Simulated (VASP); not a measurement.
# Ti (Fd-3m) in VASP: a series of runs

The runs below take Ti through single point, with PBE.

Program: VASP 6.6.1. These are calculated values, not measurements. Logs are shortened: lines on timing, memory, paths and dates and some standing lists are left out, and cuts for length are marked.

### Step 1. The cell of the first run

It takes space group Fd-3m (No. 227, cubic). Conventional cell: a = 6.031 Å, b = 6.031 Å, c = 6.031 Å, α = 90.00°, β = 90.00°, γ = 90.00°. Within 3.4 Å of Ti (site symmetry -43m) lie 4 Ti at 2.61 Å.

### Step 2. Single point, PBE, collinear spin, ferromagnetic start

Contents of INCAR:

```
SYSTEM = Ti
PREC     = Accurate       ! precision mode
ENCUT    = 520            ! plane-wave cutoff, eV
EDIFF    = 1E-6           ! SCF threshold, eV
ISMEAR   = -1             ! smearing method
SIGMA    = 0.05           ! smearing width, eV
LREAL    = .FALSE.        ! projectors in reciprocal space
LASPH    = .TRUE.         ! aspherical terms in the spheres
NELM     = 150            ! most SCF steps
ALGO     = Normal         ! electronic algorithm
ISIF     = 2              ! what is computed and relaxed
LWAVE    = .FALSE.        ! write WAVECAR
LCHARG   = .TRUE.         ! write CHGCAR
ISPIN    = 2              ! spin polarisation
MAGMOM   = 1 1            ! initial moments
LORBIT   = 11             ! projections on sites
LMAXMIX  = 4              ! l up to which the mixer works
GGA      = PE             ! functional
LELF     = .TRUE.         ! ELF
LVHAR    = .TRUE.       
NBANDS   = 23             ! bands
```

Contents of KPOINTS:

```
regular mesh
0
G
  10 10 10
  0 0 0
```

Contents of POSCAR:

```
Ti
1.0
    0.0000000000      3.0155587199      3.0155587199
    3.0155587199      0.0000000000      3.0155587199
    3.0155587199      3.0155587199      0.0000000000
Ti
2
Direct
    0.1250000000      0.1250000000      0.1250000000
    0.8750000000      0.8750000000      0.8750000000
```

Potentials or basis: VASP PAW PBE potentials, release 64 (Ti_sv).

On the command line:

```sh
$ cat potpaw_PBE.64/Ti_sv/POTCAR > POTCAR
$ mpirun -np 1 vasp_std > vasp.out
```

OUTCAR:

```text
SYSTEM = Ti
   PREC = Accurate
   ENCUT = 520
   EDIFF = 1E-6
   ISMEAR = -1
   LREAL = .FALSE.
   LASPH = .TRUE.
   NELM = 150
   ISIF = 2
   ISPIN = 2
   LORBIT = 11
   GGA = PE

 ion  position               nearest neighbor table
   1  0.125  0.125  0.125-   2 2.61   2 2.61   2 2.61   2 2.61
   2  0.875  0.875  0.875-   1 2.61   1 2.61   1 2.61   1 2.61

  LATTYP: Found a face centered cubic cell.
 ALAT       =     6.0311174398

  Lattice vectors:

 A1 = (   0.0000000000,   3.0155587199,   3.0155587199)
 A2 = (   3.0155587199,   0.0000000000,   3.0155587199)
 A3 = (   3.0155587199,   3.0155587199,   0.0000000000)

Analysis of symmetry for initial positions (statically):
=====================================================================
 Subroutine PRICEL returns:
 Original cell was already a primitive cell.

 Routine SETGRP: Setting up the symmetry group for a
 face centered cubic supercell.

 Subroutine GETGRP returns: Found 48 space group operations
 (whereof 12 operations were pure point group operations)
 out of a pool of 48 trial point group operations.

The static configuration has the point symmetry D_3d.
 The point group associated with its full space group is O_h .

Analysis of symmetry for dynamics (positions and initial velocities):
=====================================================================
 Subroutine PRICEL returns:
 Original cell was already a primitive cell.

 Routine SETGRP: Setting up the symmetry group for a
 face centered cubic supercell.

 Subroutine GETGRP returns: Found 48 space group operations
 (whereof 12 operations were pure point group operations)
 out of a pool of 48 trial point group operations.

The dynamic configuration has the point symmetry D_3d.
 The point group associated with its full space group is O_h .

Analysis of structural, dynamic, and magnetic symmetry:
=====================================================================
 Subroutine PRICEL returns:
 Original cell was already a primitive cell.

 Routine SETGRP: Setting up the symmetry group for a
 face centered cubic supercell.

 Subroutine GETGRP returns: Found 48 space group operations
 (whereof 12 operations were pure point group operations)
 out of a pool of 48 trial point group operations.

The overall configuration has the point symmetry D_3d.
 The point group associated with its full space group is O_h .

 Subroutine INISYM returns: Found 48 space group operations
 (whereof 12 operations are pure point group operations),
 and found     1 'primitive' translations

----------------------------------------------------------------------------------------

[... 116 lines left out ...]
   LORBIT       =     11    0 simple, 1 ext, 2 COOP (PROOUT), +10 PAW based schemes
   GGA     = PE    functional components
   LHFCALC =     F    Hartree Fock is set to
   AEXX    =    0.0000 exact exchange contribution
   IVDW    =     0    specifies the selected vdW correction
   LEPSILON=     F    determine dielectric tensor
   LRPA    =     F    only Hartree local field effects (RPA)
 spin polarized calculation
  energy-cutoff  :      520.00
  volume of cell :       54.84
 maximum number of plane-waves:      1490
   NGX = 15   NGY = 15   NGZ = 15

 number of electron      24.0000010 magnetization       4.5692264

 Free energy of the ion-electron system (eV)
  ---------------------------------------------------
  ext. energy  EPLUGINS =         0.00000000
  ---------------------------------------------------
  free energy    TOTEN  =       -11.39645053 eV

  energy without entropy =      -11.36830330  energy(sigma->0) =      -11.38237692

 E-fermi :   3.9593     XC(G=0):  -9.1487

 val. band max:        3.9433114886   @ k =   0.5000   0.2000   0.0000
 cond. band min:       3.9600280697   @ k =  -0.4000   0.2000   0.0000
 fundamental gap:      0.0167165811
 Fermi energy:         3.9593060361

 spin component 1

 k-point     1 :       0.0000    0.0000    0.0000
  band No.  band energies     occupation
      1     -53.3240      1.00000
      2     -53.0490      1.00000
      3     -29.7447      1.00000
      4     -29.7447      1.00000
      5     -29.7447      1.00000
      6     -29.2736      1.00000
[... 613 lines left out ...]
     22       8.9051      0.00000
     23      12.2916      0.00000

 [... further k-points ...]

 spin component 2

 k-point     1 :       0.0000    0.0000    0.0000
  band No.  band energies     occupation
      1     -51.7709      1.00000
      2     -51.5097      1.00000
      3     -28.1682      1.00000
      4     -28.1682      1.00000
      5     -28.1682      1.00000
      6     -27.7296      1.00000
[... 613 lines left out ...]
     22      10.0069      0.00000
     23      12.9739      0.00000

 [... further k-points ...]

------------------------ aborting loop because EDIFF is reached ----------------------------------------

  FORCE on cell =-STRESS in cart. coord.  units (eV):
  Direction    XX          YY          ZZ          XY          YZ          ZX
  --------------------------------------------------------------------------------------
  -------------------------------------------------------------------------------------
  Total       -0.0037039     -0.0037039     -0.0037039     -0.0000000     -0.0000000     -0.0000000
  in kB       -0.1082022     -0.1082022     -0.1082022     -0.0000000     -0.0000000     -0.0000000
  external PRESSURE =      -0.1082022 kB  Pullay stress =       0.0000000 kB

 VOLUME and BASIS-vectors are now :
 -----------------------------------------------------------------------------
  energy-cutoff  :      520.00
  volume of cell :       54.84
      direct lattice vectors                 reciprocal lattice vectors
     0.000000000  3.015558720  3.015558720    -0.165806753  0.165806753  0.165806753
     3.015558720  0.000000000  3.015558720     0.165806753 -0.165806753  0.165806753
     3.015558720  3.015558720  0.000000000     0.165806753  0.165806753 -0.165806753

 POSITION                                       TOTAL-FORCE (eV/Angst)
 -----------------------------------------------------------------------------------
      0.75389      0.75389      0.75389        -0.000000     -0.000000     -0.000000
      5.27723      5.27723      5.27723         0.000000      0.000000      0.000000
 -----------------------------------------------------------------------------------
    total drift:                                0.000000      0.000000     -0.000000

  FREE ENERGIE OF THE ION-ELECTRON SYSTEM (eV)
  ---------------------------------------------------
  free  energy   TOTEN  =       -11.3964505339 eV

  energy  without entropy=      -11.3683033043  energy(sigma->0) =      -11.38237692

 total charge

# of ion       s       p       d       tot
------------------------------------------
    1        2.233   6.028   2.053  10.315
    2        2.233   6.028   2.053  10.315
--------------------------------------------------
tot          4.467  12.056   4.106  20.629

 magnetization (x)

# of ion       s       p       d       tot
------------------------------------------
    1        0.097   0.064   1.599   1.760
    2        0.097   0.064   1.599   1.760
--------------------------------------------------
tot          0.193   0.129   3.197   3.519
```

It took 50 s on 1 thread of Intel Xeon Platinum 8559C (Emerald Rapids), shared host; peak memory 0.25 GiB.

What came out:

| Item | Value |
| --- | --- |
| Free energy | -11.3965 eV |
| Pressure | 0.0 GPa |
| Net moment | 4.57 μB per cell |
| Site moments | Ti +1.76 μB |
| Valence electrons inside the program's atomic spheres | Ti 10.31 |

Levels at points of the mesh, in eV from the Fermi level:
Spin up:
```tsv
k point	band 10	band 11	band 12	band 13	band 14	band 15	band 16	band 17	band 18	band 19
(0.00, 0.00, 0.00)	-0.83	-0.83	-0.83	-0.83	-0.83	0.90	0.90	0.90	2.80	2.80
(0.50, 0.00, 0.00)	-1.34	-0.81	-0.81	-0.75	-0.75	-0.54	1.60	1.60	2.34	2.34
(0.50, 0.50, 0.00)	-1.69	-0.92	-0.92	-0.66	-0.66	0.93	0.93	2.50	2.50	3.21
```
Spin down:
```csv
k point,band 8,band 9,band 10,band 11,band 12,band 13
"(0.00, 0.00, 0.00)",-31.69,-3.81,0.59,0.59,1.11,1.11
"(0.50, 0.00, 0.00)",-31.64,-1.02,-0.66,0.54,0.54,1.19
"(0.50, 0.50, 0.00)",-31.58,-0.67,-0.67,0.94,0.94,1.31
```

### Step 3. Single point, PBE, collinear spin, ferromagnetic start

Contents of INCAR:

```
PREC = Accurate ; ENCUT = 520
EDIFF = 1E-6 ; ISMEAR = -1
SIGMA = 0.05 ; LREAL = F
LASPH = T ; NELM = 150
ALGO = Normal ; ISIF = 2
LWAVE = F ; LCHARG = T
ISPIN = 2 ; MAGMOM = 1.645 1.645
LORBIT = 11 ; LMAXMIX = 4
GGA = PE ; LELF = T
LVHAR = T ; NBANDS = 23
```

Contents of KPOINTS:

```
Automatic mesh
0
Gamma
  10 10 10
```

POSCAR is that of step 2.

Potentials or basis: VASP PAW PBE potentials, release 64 (Ti_sv).

On the command line:

```sh
$ cat potpaw_PBE.64/Ti_sv/POTCAR > POTCAR
$ mpirun -np 1 vasp_std > vasp.out
```

Wall time 47 s (1 thread of Intel Xeon Platinum 8559C (Emerald Rapids), shared host); peak memory 0.24 GiB.

It converged, with:

* Free energy: -11.3965 eV
* Pressure: 0.0 GPa
* Net moment: 4.57 μB per cell
* Site moments: Ti +1.76 μB
* Valence electrons inside the program's atomic spheres: Ti 10.31

Levels at points of the mesh, in eV from the Fermi level:
Spin up:
```tsv
k point	band 12	band 13	band 14	band 15	band 16	band 17
(0.00, 0.00, 0.00)	-0.83	-0.83	-0.83	0.90	0.90	0.90
(0.50, 0.00, 0.00)	-0.81	-0.75	-0.75	-0.54	1.60	1.60
(0.50, 0.50, 0.00)	-0.92	-0.66	-0.66	0.93	0.93	2.50
```
Spin down:
| k point | band 8 | band 9 | band 10 | band 11 | band 12 | band 13 |
| --- | --- | --- | --- | --- | --- | --- |
| (0.00, 0.00, 0.00) | -31.69 | -3.81 | 0.59 | 0.59 | 1.11 | 1.11 |
| (0.50, 0.00, 0.00) | -31.64 | -1.02 | -0.66 | 0.54 | 0.54 | 1.19 |
| (0.50, 0.50, 0.00) | -31.58 | -0.67 | -0.67 | 0.94 | 0.94 | 1.31 |

### Step 4. Single point, PBE, collinear spin, ferromagnetic start (volume scaled by 1.04)

Contents of INCAR:

```
SYSTEM = Ti
PREC     = Accurate       ! precision mode
ENCUT    = 520            ! plane-wave cutoff, eV
EDIFF    = 1E-6           ! SCF threshold, eV
ISMEAR   = -1             ! smearing method
SIGMA    = 0.05           ! smearing width, eV
LREAL    = .False.        ! projectors in reciprocal space
LASPH    = .True.         ! aspherical terms in the spheres
NELM     = 150            ! most SCF steps
ALGO     = Normal         ! electronic algorithm
ISIF     = 2              ! what is computed and relaxed
LWAVE    = .False.        ! write WAVECAR
LCHARG   = .False.        ! write CHGCAR
ISPIN    = 2              ! spin polarisation
MAGMOM   = 1.645 1.645    ! initial moments
LORBIT   = 11             ! projections on sites
LMAXMIX  = 4              ! l up to which the mixer works
GGA      = PE             ! functional
NBANDS   = 23             ! bands
```

Contents of KPOINTS:

```
regular mesh
0
Gamma
  10 10 10
  0 0 0
```

Contents of POSCAR:

```
Ti
1.0
    0.0000000000      3.0552416748      3.0552416748
    3.0552416748      0.0000000000      3.0552416748
    3.0552416748      3.0552416748      0.0000000000
Ti
2
Direct
    0.1250000000      0.1250000000      0.1250000000
    0.8750000000      0.8750000000      0.8750000000
```

On the command line:

```sh
$ cat potpaw_PBE.64/Ti_sv/POTCAR > POTCAR
$ mpirun -np 1 vasp_std > vasp.out
```

It took 42 s on 1 thread of Intel Xeon Platinum 8559C (Emerald Rapids), shared host; peak memory 0.25 GiB.

It converged, with:

* Free energy: -11.3908 eV
* Pressure: -0.9 GPa
* Net moment: 4.71 μB per cell
* Site moments: Ti +1.79 μB
* Valence electrons inside the program's atomic spheres: Ti 10.29

Levels at points of the mesh, in eV from the Fermi level:
Spin up:
```
           k point  band 10  band 11  band 12  band 13  band 14  band 15  band 16  band 17  band 18  band 19
(0.00, 0.00, 0.00)    -0.82    -0.82    -0.82    -0.79    -0.79     0.86     0.86     0.86     2.66     2.66
(0.50, 0.00, 0.00)    -1.28    -0.77    -0.77    -0.74    -0.74    -0.58     1.51     1.51     2.22     2.22
(0.50, 0.50, 0.00)    -1.60    -0.99    -0.99    -0.65    -0.65     0.89     0.89     2.37     2.37     3.06
```
Spin down:
```tsv
k point	band 8	band 9	band 10	band 11	band 12	band 13
(0.00, 0.00, 0.00)	-31.72	-3.71	0.67	0.67	1.14	1.14
(0.50, 0.00, 0.00)	-31.68	-1.01	-0.58	0.62	0.62	1.23
(0.50, 0.50, 0.00)	-31.63	-0.56	-0.56	0.90	0.90	1.35
```
